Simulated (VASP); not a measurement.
# Be3H2 (P-3m1) in VASP: relaxation of cell and atoms with PBE

Aim: the relaxation of cell and atoms of Be3H2 with PBE.

All numbers are computed with VASP 6.6.1; they aren't measurements. Logs are shortened: lines on timing, memory, paths and dates and some standing lists are left out, and cuts for length are marked.

### 1 The cell of the first run

It takes space group P-3m1 (No. 164, trigonal). Conventional cell: a = 3.289 Å, b = 3.289 Å, c = 4.028 Å, α = 90.00°, β = 90.00°, γ = 120.00°. Within 2.7 Å of Be (site symmetry -3m) lie 6 H at 2.01 Å and 6 Be at 2.33 Å. Within 2.7 Å of Be (site symmetry 3m) lie 5 H at 2.01 Å and 6 Be at 2.33 Å. Within 2.7 Å of H (site symmetry 3m) lie 8 Be at 2.01 Å and 3 H at 2.33 Å.

### 2 Relaxation of cell and atoms, PBE (atoms taken out)

The input, INCAR:

```
PREC = Accurate
ENCUT = 1230
EDIFF = 1E-7
ISMEAR = 0
SIGMA = 0.1
LREAL = F
LASPH = T
NELM = 120
ALGO = Normal
ISIF = 3
LWAVE = F
LCHARG = F
GGA = PE
IBRION = 2
NSW = 90
EDIFFG = -0.04
GGA_COMPAT = F
NELMIN = 4
```

The input, KPOINTS:

```
Automatic mesh
0
Gamma
  6 6 4
```

The input, POSCAR:

```
Be3H2
1.0
    3.2888482300      0.0000000000      0.0000000000
   -1.6444241100      2.8482261100      0.0000000000
    0.0000000000      0.0000000000      4.0280000000
Be H
3 2
Direct
    0.0000000000      0.0000000000      0.0000000000
    0.6666666700      0.3333333300      0.3333333300
    0.3333333300      0.6666666700      0.6666666700
    0.6666666700      0.3333333300      0.8333333300
    0.3333333300      0.6666666700      0.1666666700
```

Potentials or basis: VASP PAW PBE potentials, release 64 (Be, H_h).

On the command line:

```console
> cat potpaw_PBE.64/Be/POTCAR potpaw_PBE.64/H_h/POTCAR > POTCAR
> mpirun -np 1 vasp_std > vasp.out
```

OUTCAR:

```text
PREC = Accurate
   ENCUT = 1230
   EDIFF = 1E-7
   ISMEAR = 0
   LREAL = F
   LASPH = T
   NELM = 120
   ISIF = 3
   GGA = PE
   IBRION = 2
   NSW = 90
   EDIFFG = -0.04
   NELMIN = 4

 ion  position               nearest neighbor table
   1  0.000  0.000  0.000-   2 2.33   3 2.33   3 2.33   2 2.33   2 2.33   3 2.33
   2  0.667  0.333  0.333-   1 2.33   1 2.33   3 2.33   3 2.33   1 2.33   3 2.33
   3  0.333  0.667  0.667-   1 2.33   1 2.33   2 2.33   1 2.33   2 2.33   2 2.33
   4  0.667  0.333  0.833-
   5  0.333  0.667  0.167-

  LATTYP: Found a hexagonal cell.
 ALAT       =     3.2888482300
 C/A-ratio  =     1.2247448706

  Lattice vectors:

 A1 = (   3.2888482300,   0.0000000000,   0.0000000000)
 A2 = (  -1.6444241100,   2.8482261100,   0.0000000000)
 A3 = (   0.0000000000,   0.0000000000,   4.0280000000)

Analysis of symmetry for initial positions (statically):
=====================================================================
 Subroutine PRICEL returns:
 Original cell was already a primitive cell.

 Routine SETGRP: Setting up the symmetry group for a
 hexagonal supercell.

 Subroutine GETGRP returns: Found 12 space group operations
 (whereof 12 operations were pure point group operations)
 out of a pool of 24 trial point group operations.

The static configuration has the point symmetry D_3d.

Analysis of symmetry for dynamics (positions and initial velocities):
=====================================================================
 Subroutine PRICEL returns:
 Original cell was already a primitive cell.

 Routine SETGRP: Setting up the symmetry group for a
 hexagonal supercell.

 Subroutine GETGRP returns: Found 12 space group operations
 (whereof 12 operations were pure point group operations)
 out of a pool of 24 trial point group operations.

The dynamic configuration has the point symmetry D_3d.

 Subroutine INISYM returns: Found 12 space group operations
 (whereof 12 operations are pure point group operations),
 and found     1 'primitive' translations

----------------------------------------------------------------------------------------

                                     Primitive cell

  volume of cell :      37.7318

  direct lattice vectors                    reciprocal lattice vectors
     3.288848230  0.000000000  0.000000000     0.304057813  0.175547860  0.000000000
    -1.644424110  2.848226110  0.000000000     0.000000000  0.351095721  0.000000000
     0.000000000  0.000000000  4.028000000     0.000000000  0.000000000  0.248262165

  length of vectors
     3.288848230  3.288848222  4.028000000     0.351095720  0.351095721  0.248262165

  position of ions in fractional coordinates (direct lattice)
     0.000000000  0.000000000  0.000000000
     0.666666670  0.333333330  0.333333330
     0.333333330  0.666666670  0.666666670
     0.666666670  0.333333330  0.833333330
     0.333333330  0.666666670  0.166666670

  ion indices of the primitive-cell ions
   primitive index   ion index
                 1           1
                 2           2
                 3           3
                 4           4
                 5           5

----------------------------------------------------------------------------------------

 KPOINTS: Automatic mesh

Automatic generation of k-mesh.
 Grid dimensions read from file:
 generate k-points for:    6    6    4

 Generating k-lattice:

  Cartesian coordinates                     Fractional coordinates (reciprocal lattice)
     0.050676302  0.029257977  0.000000000     0.166666667  0.000000000  0.000000000
     0.000000000  0.058515954  0.000000000     0.000000000  0.166666667  0.000000000
     0.000000000  0.000000000  0.062065541     0.000000000  0.000000000  0.250000000

  Length of vectors
     0.058515953  0.058515954  0.062065541

  Shift w.r.t. Gamma in fractional coordinates (k-lattice)
     0.000000000  0.000000000  0.000000000

 Subroutine IBZKPT returns following result:
 ===========================================

 Found     24 irreducible k-points:

 Following reciprocal coordinates:
            Coordinates               Weight
  0.000000  0.000000  0.000000      1.000000
  0.166667  0.000000  0.000000      6.000000
  0.333333  0.000000  0.000000      6.000000
  0.500000 -0.000000  0.000000      3.000000
  0.166667  0.166667  0.000000      6.000000
  0.333333  0.166667  0.000000     12.000000
[... 16 lines left out ...]
  0.333333  0.166667  0.500000     12.000000
  0.333333  0.333333  0.500000      2.000000
   k-points           NKPTS =     24   k-points in BZ     NKDIM =     24   number of bands    NBANDS=      8
   number of dos      NEDOS =    301   number of ions     NIONS =      5
   total plane-waves  NPLWV =  76800
   dimension x,y,z NGX =    40 NGY =   40 NGZ =   48
   dimension x,y,z NGXF=    80 NGYF=   80 NGZF=   96
   ions per type =               3   2
   NGX,Y,Z   is equivalent  to a cutoff of  20.22, 20.22, 19.81 a.u.
   NGXF,Y,Z  is equivalent  to a cutoff of  40.44, 40.44, 39.62 a.u.
 SYSTEM =  unknown system
   PREC   = accura    normal or accurate (medium, high low for compatibility)
   ISTART =      0    job   : 0-new  1-cont  2-samecut
   ICHARG =      2    charge: 1-file 2-atom 10-const
   ISPIN  =      1    spin polarized calculation?
   LNONCOLLINEAR =      F non collinear calculations
   LSORBIT =      F    spin-orbit coupling
   LASPH  =      T    aspherical Exc in radial PAW
   ENCUT  = 1230.0 eV  90.40 Ry    9.51 a.u.   9.40  9.40 11.52*2*pi/ulx,y,z
   NELM   =    120;   NELMIN=  4; NELMDL= -5     # of ELM steps
   EDIFF  = 0.1E-06   stopping-criterion for ELM
   LREAL  =      F    real-space projection
   EDIFFG = -.4E-01   stopping-criterion for IOM
   NSW    =     90    number of steps for IOM
   IBRION =      2    ionic relax: 0-MD 1-quasi-New 2-CG
   NFREE  =      1    steps in history (QN), initial steepest desc. (CG)
   ISIF   =      3    stress and relaxation
   ISYM   =      2    0-nonsym 1-usesym 2-fastsym
   POTIM  = 0.5000    time-step for ionic-motion
   TEBEG  =    0.0;   TEEND  =   0.0 temperature during run
   PSTRESS=    0.0 pullay stress
   NELECT =       8.0000    total number of electrons
   NUPDOWN=      -1.0000    fix difference up-down
   EMIN   =  10.00;   EMAX   =-10.00  energy-range for DOS
   EFERMI =   0.00;   METHOD = LEGACY
   ISMEAR =     0;   SIGMA  =   0.10  broadening in eV -4-tet -1-fermi 0-gaus
   EFERMI_NEDOS =   21; number of points for ismear=-14 and -15
   IALGO  =     38    algorithm
   IMIX   =      4    mixing-type and parameters
     AMIX     =   0.40;   BMIX     =  1.00
     AMIX_MAG =   1.60;   BMIX_MAG =  1.00
  volume/ion in A,a.u.               =       7.55        50.93
  Fermi-wavevector in a.u.,A,eV,Ry     =   0.976193  1.844737 12.965703  0.952952
  Thomas-Fermi vector in A             =   2.106792
   LORBIT       =      0    0 simple, 1 ext, 2 COOP (PROOUT), +10 PAW based schemes
   GGA     = PE    functional components
   LHFCALC =     F    Hartree Fock is set to
   AEXX    =    0.0000 exact exchange contribution
   IVDW    =     0    specifies the selected vdW correction
   LEPSILON=     F    determine dielectric tensor
   LRPA    =     F    only Hartree local field effects (RPA)
 conjugate gradient relaxation of ions
 non-spin polarized calculation
 Gauss-broadening in eV      SIGMA  =   0.10
  energy-cutoff  :     1230.00
  volume of cell :       37.73
 maximum number of plane-waves:      3731
 NGX is ok and might be reduce to    40
   NGX = 19   NGY = 19   NGZ = 23

--------------------------------------- Ionic step        1  -------------------------------------------

 number of electron       8.0000000 magnetization

 Free energy of the ion-electron system (eV)
  ---------------------------------------------------
  ext. energy  EPLUGINS =         0.00000000
  ---------------------------------------------------
  free energy    TOTEN  =       -13.66810954 eV

  energy without entropy =      -13.66736269  energy(sigma->0) =      -13.66773612

------------------------ aborting loop because EDIFF is reached ----------------------------------------

  FORCE on cell =-STRESS in cart. coord.  units (eV):
  Direction    XX          YY          ZZ          XY          YZ          ZX
  --------------------------------------------------------------------------------------
  -------------------------------------------------------------------------------------
  Total       -2.0698665     -2.0698665     -0.7781596     -0.0000000      0.0000000     -0.0000000
  in kB      -87.8911520    -87.8911516    -33.0423935     -0.0000002      0.0000000     -0.0000000
  external PRESSURE =     -69.6082324 kB  Pullay stress =       0.0000000 kB
[... 98 lines left out ...]
  FREE ENERGIE OF THE ION-ELECTRON SYSTEM (eV)
  ---------------------------------------------------
  free  energy   TOTEN  =       -13.7653081186 eV

  energy  without entropy=      -13.7627434170  energy(sigma->0) =      -13.76402577

 E-fermi :   4.9744     XC(G=0):  -9.9904

 val. band max:        4.9358812370   @ k =   0.3333   0.3333   0.2500
 cond. band min:       4.9928933337   @ k =   0.3333   0.3333   0.0000
 fundamental gap:      0.0570120967
 Fermi energy:         4.9744350476

 k-point     1 :       0.0000    0.0000    0.0000
  band No.  band energies     occupation
      1      -8.6918      2.00000
      2      -2.9068      2.00000
      3      -2.6308      2.00000
      4       4.3312      2.00000
      5       7.4196      0.00000
      6      15.9084      0.00000
      7      17.0831      0.00000
      8      17.0831      0.00000
[... 243 lines left out ...]
 k-point    24 :       0.3333    0.3333    0.5000
  band No.  band energies     occupation
      1      -1.3097      2.00000
      2      -1.3097      2.00000
      3       3.0934      2.00000
      4       4.8832      1.80295
      5       4.8832      1.80295
      6       5.0144      0.57220
      7       8.8650      0.00000
      8       8.8650      0.00000

[... ionic steps 4 to 38 ...]

--------------------------------------- Ionic step       39  -------------------------------------------

 number of electron       7.9999999 magnetization

------------------------ aborting loop because EDIFF is reached ----------------------------------------

  FORCE on cell =-STRESS in cart. coord.  units (eV):
  Direction    XX          YY          ZZ          XY          YZ          ZX
  --------------------------------------------------------------------------------------
  -------------------------------------------------------------------------------------
  Total        0.2092329      0.2092329     -0.0796735      0.0000000      0.0000000     -0.0000000
  in kB       10.3575722     10.3575722     -3.9440466      0.0000000      0.0000000     -0.0000000
  external PRESSURE =       5.5903659 kB  Pullay stress =       0.0000000 kB
[... 63 lines left out ...]
  energy  without entropy=      -16.8328875759  energy(sigma->0) =      -16.83692757

--------------------------------------- Ionic step       41  -------------------------------------------

 number of electron       8.0000001 magnetization

 Free energy of the ion-electron system (eV)
  ---------------------------------------------------
  ext. energy  EPLUGINS =         0.00000000
  ---------------------------------------------------
  free energy    TOTEN  =       -16.84211911 eV

  energy without entropy =      -16.83403738  energy(sigma->0) =      -16.83807825

 E-fermi :   5.1232     XC(G=0): -10.1302

 val. band max:        5.1036844294   @ k =   0.3333   0.3333   0.5000
 cond. band min:       5.3467938051   @ k =   0.5000  -0.0000   0.2500
 fundamental gap:      0.2431093757
 Fermi energy:         5.1232457112

 k-point     1 :       0.0000    0.0000    0.0000
  band No.  band energies     occupation
      1      -6.8132      2.00000
      2      -4.9496      2.00000
      3      -3.7618      2.00000
      4       0.4973      2.00000
      5       6.9729      0.00000
      6      16.4093      0.00000
      7      16.4877      0.00000
      8      21.3404      0.00000
[... 283 lines left out ...]
  FREE ENERGIE OF THE ION-ELECTRON SYSTEM (eV)
  ---------------------------------------------------
  free  energy   TOTEN  =       -16.8421191111 eV

  energy  without entropy=      -16.8340373826  energy(sigma->0) =      -16.83807825

 reached required accuracy - stopping structural energy minimisation
```

Run time: 12 min. Hardware: 1 thread of Intel Xeon Platinum 8259CL at 2.50GHz (Skylake/Cascade Lake), shared host; peak memory 0.3 GiB.

What came out:

* Free energy: -16.8421 eV
* Relaxed volume: 6.57 Å³/atom
* Relaxed cell: a = 2.291 Å, b = 2.291 Å, c = 7.224 Å, α = 90.00°, β = 90.00°, γ = 120.00°
* Space group after relaxing (to 0.1 Å): P-3m1 (No. 164)
* Energy gained by relaxing: 634.8 meV/atom
* Ionic steps: 41
* Pressure after relaxing: 0.1 GPa
* Largest force after relaxing: 0.017 eV/Å
* Band gap on the k mesh: zero (bands 4 and 5 overlap by 0.45 eV)

Forces on the atoms (eV/Å):
```
Be   0.000  0.000  0.000
Be   0.000  0.000  0.014
Be   0.000  0.000 -0.014
H    0.000  0.000  0.017
H    0.000  0.000 -0.017
```

Step by step:
```tsv
step	energy change (eV)	largest force (eV/Å)	pressure (GPa)	volume (Å³)
1	0.0000	0.2014	-6.96	37.73
3	-0.0972	0.2195	0.31	34.43
5	-0.1078	0.2274	0.81	34.25
7	-0.3156	0.4139	-1.44	34.73
9	-1.4008	0.6685	-3.46	35.41
11	-1.6190	0.6992	-0.85	35.27
13	-1.6395	0.6595	-0.81	35.30
15	-1.6615	0.5839	-1.43	35.44
17	-1.7054	0.7847	-1.77	35.55
19	-1.7847	1.2763	-4.13	35.55
21	-1.9695	1.5017	-9.53	35.02
23	-2.0794	1.4265	-9.09	34.57
25	-2.1394	1.2780	-5.09	32.35
27	-2.2907	1.4529	-6.43	32.56
29	-2.7501	0.5104	15.62	27.63
31	-2.9287	0.4999	8.43	29.00
33	-3.0783	0.3959	7.79	30.21
35	-3.1570	0.1555	-0.44	32.28
37	-3.1607	0.1313	-0.07	32.24
39	-3.1694	0.0728	0.56	32.37
41	-3.1740	0.0172	0.07	32.84
```

Final structure:
```yaml
crystal:
  lattice:
    - [2.29126, 0.00000, 0.00000]
    - [-1.14563, 1.98429, 0.00000]
    - [0.00000, 0.00000, 7.22363]
  atoms:
    - { symbol: Be, position: [0.00000, 0.00000, 0.00000] }
    - { symbol: Be, position: [0.66667, 0.33333, 0.25526] }
    - { symbol: Be, position: [0.33333, 0.66667, 0.74474] }
    - { symbol: H, position: [0.66667, 0.33333, 0.61988] }
    - { symbol: H, position: [0.33333, 0.66667, 0.38012] }
```

Caveat: the k points lie up to 0.53 Å⁻¹ apart in the final cell; the cell differs from its parent crystal (atoms taken out); a cell axis changed by over 15 % at a fixed basis, so the end point is rough.

The gap in the log of VASP goes by the Fermi energy; the results here count the filled bands.